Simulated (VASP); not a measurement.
# AlN (Cc) in VASP: further runs

Runs on AlN. Level: PBE. Tasks: single point, relaxation of the atoms.

Program: VASP 6.6.1. These are calculated values, not measurements. Logs are shortened: lines on timing, memory, paths and dates and some standing lists are left out, and cuts for length are marked.

## 1. The cell of the first run

Symmetry: Cc, No. 9, monoclinic system. The conventional cell has a = 3.130 Å, b = 5.422 Å, c = 5.023 Å, α = 90.00°, β = 92.58°, γ = 90.00°. Al (site symmetry 1) has 4 N at 1.89 to 1.92 Å within 2.5 Å. N (site symmetry 1) has 4 Al at 1.89 to 1.92 Å within 2.5 Å.

## 2. Single point, PBE (shear of c along a, cell held: +4.5 %, then relaxed in part)

File INCAR:

```
ALGO = Normal
EDIFF = 1E-6
ENCUT = 520
GGA = PE
ISIF = 2
ISMEAR = 0
LASPH = True
LCHARG = False
LREAL = False
LWAVE = False
NBANDS = 16
NELM = 100
PREC = Accurate
SIGMA = 0.02
```

File KPOINTS:

```
k-points
0
Gamma
  12 12 6
```

File POSCAR:

```
AlN
1.0
    3.1302084198      0.0000000000      0.0000000000
   -1.5651042099      2.7108400106      0.0000000000
    0.2258119495      0.0000000000      5.0180433220
Al N
2 2
Direct
    0.6642443011      0.3333813877      0.4994269169
    0.3308629134      0.6666186123      0.9994269169
    0.6688264605      0.3327601355      0.8805730831
    0.3360663250      0.6672398645      0.3805730831
```

Potentials or basis: VASP PAW PBE potentials, release 64 (Al, N).

The run is started by

```
> cat potpaw_PBE.64/Al/POTCAR potpaw_PBE.64/N/POTCAR > POTCAR
> mpirun -np 1 vasp_std > vasp.out
```

OUTCAR:

```text
EDIFF = 1E-6
   ENCUT = 520
   GGA = PE
   ISIF = 2
   ISMEAR = 0
   LASPH = True
   LREAL = False
   NELM = 100
   PREC = Accurate

 ion  position               nearest neighbor table
   1  0.664  0.333  0.499-   4 1.89   4 1.90   4 1.91   3 1.92   2 3.04   2 3.04   2 3.09   2 3.09
                             2 3.15   2 3.15
   2  0.331  0.667  0.999-   3 1.89   3 1.90   3 1.91   4 1.92   1 3.04   1 3.04   1 3.09   1 3.09
                             1 3.15   1 3.15
   3  0.669  0.333  0.881-   2 1.89   2 1.90   2 1.91   1 1.92
   4  0.336  0.667  0.381-   1 1.89   1 1.90   1 1.91   2 1.92

  LATTYP: Found a base centered monoclinic cell.
 ALAT       =     3.1302084198
 B/A-ratio  =     1.7320508075
 C/A-ratio  =     1.6047243019
 COS(beta)  =    -0.0449545066

  Lattice vectors:

 A1 = (  -1.5651042099,   2.7108400106,   0.0000000000)
 A2 = (  -1.5651042099,  -2.7108400106,   0.0000000000)
 A3 = (   0.2258119495,   0.0000000000,   5.0180433220)

Analysis of symmetry for initial positions (statically):
=====================================================================
 Subroutine PRICEL returns:
 Original cell was already a primitive cell.

 Routine SETGRP: Setting up the symmetry group for a
 base centered monoclinic supercell.

 Subroutine GETGRP returns: Found  2 space group operations
 (whereof  1 operations were pure point group operations)
 out of a pool of  4 trial point group operations.

The static configuration has the point symmetry C_1 .
 The point group associated with its full space group is C_1h.

Analysis of symmetry for dynamics (positions and initial velocities):
=====================================================================
 Subroutine PRICEL returns:
 Original cell was already a primitive cell.

 Routine SETGRP: Setting up the symmetry group for a
 base centered monoclinic supercell.

 Subroutine GETGRP returns: Found  2 space group operations
 (whereof  1 operations were pure point group operations)
 out of a pool of  4 trial point group operations.

The dynamic configuration has the point symmetry C_1 .
 The point group associated with its full space group is C_1h.

 Subroutine INISYM returns: Found  2 space group operations
 (whereof  1 operations are pure point group operations),
 and found     1 'primitive' translations

----------------------------------------------------------------------------------------
[... 98 lines left out ...]
   LREAL  =      F    real-space projection
   EDIFFG = 0.1E-04   stopping-criterion for IOM
   NSW    =      0    number of steps for IOM
   IBRION =     -1    ionic relax: 0-MD 1-quasi-New 2-CG
   NFREE  =      0    steps in history (QN), initial steepest desc. (CG)
   ISIF   =      2    stress and relaxation
   ISYM   =      2    0-nonsym 1-usesym 2-fastsym
   POTIM  = 0.5000    time-step for ionic-motion
   TEBEG  =    0.0;   TEEND  =   0.0 temperature during run
   PSTRESS=    0.0 pullay stress
   NELECT =      16.0000    total number of electrons
   NUPDOWN=      -1.0000    fix difference up-down
   EMIN   =  10.00;   EMAX   =-10.00  energy-range for DOS
   EFERMI =   0.00;   METHOD = LEGACY
   ISMEAR =     0;   SIGMA  =   0.02  broadening in eV -4-tet -1-fermi 0-gaus
   EFERMI_NEDOS =   21; number of points for ismear=-14 and -15
   IALGO  =     38    algorithm
   IMIX   =      4    mixing-type and parameters
     AMIX     =   0.40;   BMIX     =  1.00
     AMIX_MAG =   1.60;   BMIX_MAG =  1.00
  volume/ion in A,a.u.               =      10.65        71.84
  Fermi-wavevector in a.u.,A,eV,Ry     =   1.181347  2.232423 18.988043  1.395582
  Thomas-Fermi vector in A             =   2.317623
   LORBIT       =      0    0 simple, 1 ext, 2 COOP (PROOUT), +10 PAW based schemes
   GGA     = PE    functional components
   LHFCALC =     F    Hartree Fock is set to
   AEXX    =    0.0000 exact exchange contribution
   IVDW    =     0    specifies the selected vdW correction
   LEPSILON=     F    determine dielectric tensor
   LRPA    =     F    only Hartree local field effects (RPA)
 non-spin polarized calculation
 Gauss-broadening in eV      SIGMA  =   0.02
  energy-cutoff  :      520.00
  volume of cell :       42.58
 maximum number of plane-waves:      1160
   NGX = 11   NGY = 11   NGZ = 19

 number of electron      15.9999997 magnetization

 Free energy of the ion-electron system (eV)
  ---------------------------------------------------
  ext. energy  EPLUGINS =         0.00000000
  ---------------------------------------------------
  free energy    TOTEN  =       -29.75047163 eV

  energy without entropy =      -29.75047163  energy(sigma->0) =      -29.75047163

 E-fermi :   6.1204     XC(G=0): -10.8287

 val. band max:        6.0366326908   @ k =   0.0000   0.0000   0.0000
 cond. band min:       9.9861173137   @ k =   0.0000   0.0000   0.0000
 fundamental gap:      3.9494846228
 Fermi energy:         6.1204145310

 k-point     1 :       0.0000    0.0000    0.0000
  band No.  band energies     occupation
      1      -9.1005      2.00000
      2      -7.0156      2.00000
      3       0.0605      2.00000
      4       5.1233      2.00000
      5       5.1330      2.00000
      6       5.7004      2.00000
[... 433 lines left out ...]
      3       0.8447      2.00000
      4       2.0027      2.00000
      5       2.9643      2.00000
      6       3.0065      2.00000
[... 8 lines left out ...]
     15      18.8512      0.00000
     16      20.4577      0.00000

 [... further k-points ...]

------------------------ aborting loop because EDIFF is reached ----------------------------------------

  FORCE on cell =-STRESS in cart. coord.  units (eV):
  Direction    XX          YY          ZZ          XY          YZ          ZX
  --------------------------------------------------------------------------------------
  -------------------------------------------------------------------------------------
  Total       -0.2054150     -0.0602872      0.0202541      0.0000000      0.0000000     -1.3301258
  in kB       -7.7291386     -2.2684229      0.7621009      0.0000000      0.0000000    -50.0485784
  external PRESSURE =      -3.0784869 kB  Pullay stress =       0.0000000 kB

 VOLUME and BASIS-vectors are now :
 -----------------------------------------------------------------------------
  energy-cutoff  :      520.00
  volume of cell :       42.58
      direct lattice vectors                 reciprocal lattice vectors
     3.130208420  0.000000000  0.000000000     0.319467545  0.184444673 -0.014376040
    -1.565104210  2.710840011  0.000000000     0.000000000  0.368889347  0.000000000
     0.225811949  0.000000000  5.018043322     0.000000000  0.000000000  0.199280862

 POSITION                                       TOTAL-FORCE (eV/Angst)
 -----------------------------------------------------------------------------------
      1.67022      0.90374      2.50615        -0.000637     -0.000969      0.000774
      0.21802      1.80710      5.01517        -0.000637      0.000969      0.000774
      1.77161      0.90206      4.41875         0.000637     -0.000536     -0.000774
      0.09360      1.80878      1.90973         0.000637      0.000536     -0.000774
 -----------------------------------------------------------------------------------
    total drift:                                0.000311     -0.000000     -0.000035

  FREE ENERGIE OF THE ION-ELECTRON SYSTEM (eV)
  ---------------------------------------------------
  free  energy   TOTEN  =       -29.7504716314 eV

  energy  without entropy=      -29.7504716314  energy(sigma->0) =      -29.75047163
```

stdout:

```text
POSCAR found type information on POSCAR AlN
 POSCAR found :  2 types and       4 ions
 scaLAPACK will be used
 LDA part: xc-table for (Slater+PW92), standard interpolation
 POSCAR, INCAR and KPOINTS ok, starting setup
 FFT: planning ... GRIDC
 FFT: planning ... GRID_SOFT
 FFT: planning ... GRID
 WAVECAR not read
 entering main loop
```

Run time: 2.9 min. Hardware: 1 thread of Intel Xeon 8259CL, shared host; peak memory 0.26 GiB.

What came out:

```yaml
Free_energy: -29.7505 eV
Pressure: -0.3 GPa
Band_gap_on_the_k_mesh: 3.95 eV
```

Stress tensor (GPa, compression positive):
```
-0.77  0.00 -5.00
 0.00 -0.23  0.00
-5.00  0.00  0.08
```

Caveat: the cell differs from its parent crystal (shear of c along a, cell held: +4.5 %, then relaxed in part). A k mesh can miss the band edges.

## 3. Single point, PBE (shear of c along a, cell held: +6.0 %, then relaxed in part)

File INCAR:

```
SYSTEM = AlN
ALGO     = Normal         ! electronic algorithm
EDIFF    = 1E-6           ! SCF threshold, eV
ENCUT    = 520            ! plane-wave cutoff, eV
GGA      = PE             ! functional
ISIF     = 2              ! what is computed and relaxed
ISMEAR   = 0              ! smearing method
LASPH    = .TRUE.         ! aspherical terms in the spheres
LCHARG   = .FALSE.        ! write CHGCAR
LREAL    = .FALSE.        ! projectors in reciprocal space
LWAVE    = .FALSE.        ! write WAVECAR
NBANDS   = 16             ! bands
NELM     = 60             ! most SCF steps
PREC     = Accurate       ! precision mode
SIGMA    = 0.02           ! smearing width, eV
```

File KPOINTS:

```
k-points
0
G
  12 12 6
  0 0 0
```

File POSCAR:

```
AlN
1.0
    3.1302084198      0.0000000000      0.0000000000
   -1.5651042099      2.7108400106      0.0000000000
    0.3010825993      0.0000000000      5.0180433220
Al N
2 2
Direct
    0.6634335632      0.3334024664      0.4995808449
    0.3300310968      0.6665975336      0.9995808449
    0.6694260732      0.3323168063      0.8804191551
    0.3371092669      0.6676831937      0.3804191551
```

Potentials or basis: VASP PAW PBE potentials, release 64 (Al, N).

The run is started by

```
> cat potpaw_PBE.64/Al/POTCAR potpaw_PBE.64/N/POTCAR > POTCAR
> mpirun -np 1 vasp_std > vasp.out
```

It took 2.7 min on 1 thread of Intel Xeon 8259CL, shared host; peak memory 0.26 GiB.

It converged, with:

```
Free energy            : -29.7273 eV
Pressure               : -0.4 GPa
Band gap on the k mesh : 3.89 eV
```

Stress tensor (GPa, compression positive):
```
-1.16  0.00 -6.63
 0.00 -0.19  0.00
-6.63  0.00  0.30
```

Levels at points of the mesh, in eV from the valence-band top:
```
           k point  band 6  band 7  band 8  band 9  band 10  band 11
(0.00, 0.00, 0.00)   -0.41   -0.31    0.00    3.89     6.40    10.24
(0.50, 0.00, 0.00)   -2.16   -1.85   -0.78    5.58     5.68     7.82
(0.00, 0.50, 0.00)   -2.13   -1.89   -0.77    5.65     5.66     7.69
(0.00, 0.00, 0.50)   -0.72   -0.55   -0.55    6.15     6.15    10.05
(0.50, 0.00, 0.50)   -1.57   -1.52   -1.18    4.95     5.27     8.63
(0.00, 0.50, 0.50)   -1.62   -1.36   -1.36    5.10     5.10     9.04
```

Caveat: the cell differs from its parent crystal (shear of c along a, cell held: +6.0 %, then relaxed in part).

## 4. Single point, PBE (shear of c along a, cell held: +9.0 %, then relaxed in part)

File INCAR:

```
ALGO = Normal ; EDIFF = 1E-6
ENCUT = 520 ; GGA = PE
ISIF = 2 ; ISMEAR = 0
LASPH = True ; LCHARG = False
LREAL = False ; LWAVE = False
NBANDS = 16 ; NELM = 60
PREC = Accurate ; SIGMA = 0.02
```

File KPOINTS:

```
k-points
0
Gamma
  12 12 6
```

File POSCAR:

```
AlN
1.0
    3.1302084198      0.0000000000      0.0000000000
   -1.5651042099      2.7108400106      0.0000000000
    0.4516238990      0.0000000000      5.0180433220
Al N
2 2
Direct
    0.6618515788      0.3335201099      0.5000137471
    0.3283314689      0.6664798901      1.0000137471
    0.6704257732      0.3310345940      0.8799862529
    0.3393911792      0.6689654060      0.3799862529
```

The run is started by

```
> cat potpaw_PBE.64/Al/POTCAR potpaw_PBE.64/N/POTCAR > POTCAR
> mpirun -np 1 vasp_std > vasp.out
```

Wall time 3.3 min (1 thread of Intel Xeon 8259CL, shared host); peak memory 0.26 GiB.

Results (log left out):

```
Free energy            : -29.6619 eV
Pressure               : -0.5 GPa
Largest force          : 0.005 eV/Å
Band gap on the k mesh : 3.76 eV
```

Forces on the atoms (eV/Å):
```
Al  -0.003 -0.003  0.002
Al  -0.003  0.003  0.002
N    0.003 -0.001 -0.002
N    0.003  0.001 -0.002
```

Stress tensor (GPa, compression positive):
```
-2.25  0.00 -9.76
 0.00 -0.09  0.00
-9.76  0.00  0.91
```

Levels at points of the mesh, in eV from the valence-band top:
```csv
k point,band 6,band 7,band 8,band 9,band 10,band 11
"(0.00, 0.00, 0.00)",-0.56,-0.38,0.00,3.76,6.31,10.02
"(0.50, 0.00, 0.00)",-2.23,-1.92,-0.86,5.44,5.61,7.63
"(0.00, 0.50, 0.00)",-2.18,-2.02,-0.83,5.58,5.58,7.39
"(0.00, 0.00, 0.50)",-0.83,-0.58,-0.58,6.01,6.01,9.95
"(0.50, 0.00, 0.50)",-1.66,-1.59,-1.14,4.76,5.24,8.36
"(0.00, 0.50, 0.50)",-1.75,-1.37,-1.37,4.98,4.98,8.97
```

Caveat: the cell differs from its parent crystal (shear of c along a, cell held: +9.0 %, then relaxed in part). A k mesh can miss the band edges.

## 5. Single point, PBE

File INCAR:

```
SYSTEM = AlN
PREC = Accurate
ENCUT = 520
EDIFF = 1E-6
ISMEAR = 0
SIGMA = 0.02
LREAL = .FALSE.
LASPH = .TRUE.
NELM = 100
ALGO = Normal
ISIF = 2
LWAVE = .FALSE.
LCHARG = .FALSE.
GGA = PE
NBANDS = 16
```

File KPOINTS:

```
regular mesh
0
G
  12 12 6
  0 0 0
```

POSCAR is that of step 4.

The run is started by

```
> cat potpaw_PBE.64/Al/POTCAR potpaw_PBE.64/N/POTCAR > POTCAR
> mpirun -np 1 vasp_std > vasp.out
```

Wall time 3 min (1 thread of Intel Xeon 8259CL, shared host); peak memory 0.26 GiB.

The run converged. Its results:

| Item | Value |
| --- | --- |
| Free energy | -29.6619 eV |
| Pressure | -0.5 GPa |
| Largest force | 0.005 eV/Å |
| Band gap on the k mesh | 3.76 eV |

Forces in eV/Å, atoms in the order of the input:
```
Al  -0.003 -0.003  0.002
Al  -0.003  0.003  0.002
N    0.003 -0.001 -0.002
N    0.003  0.001 -0.002
```

Stress tensor (GPa, compression positive):
```
-2.25  0.00 -9.76
 0.00 -0.09  0.00
-9.76  0.00  0.91
```

Levels at points of the mesh, in eV from the valence-band top:
| k point | band 4 | band 5 | band 6 | band 7 | band 8 | band 9 | band 10 | band 11 | band 12 | band 13 |
| --- | --- | --- | --- | --- | --- | --- | --- | --- | --- | --- |
| (0.00, 0.00, 0.00) | -1.03 | -0.99 | -0.56 | -0.38 | 0.00 | 3.76 | 6.31 | 10.02 | 10.77 | 10.88 |
| (0.50, 0.00, 0.00) | -4.48 | -3.29 | -2.23 | -1.92 | -0.86 | 5.44 | 5.61 | 7.63 | 9.94 | 10.75 |
| (0.00, 0.50, 0.00) | -4.34 | -3.47 | -2.18 | -2.02 | -0.83 | 5.58 | 5.58 | 7.39 | 9.86 | 11.13 |
| (0.00, 0.00, 0.50) | -3.49 | -0.83 | -0.83 | -0.58 | -0.58 | 6.01 | 6.01 | 9.95 | 9.95 | 10.80 |
| (0.50, 0.00, 0.50) | -5.44 | -1.97 | -1.66 | -1.59 | -1.14 | 4.76 | 5.24 | 8.36 | 9.61 | 10.96 |
| (0.00, 0.50, 0.50) | -5.72 | -1.75 | -1.75 | -1.37 | -1.37 | 4.98 | 4.98 | 8.97 | 8.97 | 10.93 |

(Part 1 of 2 ends here.)
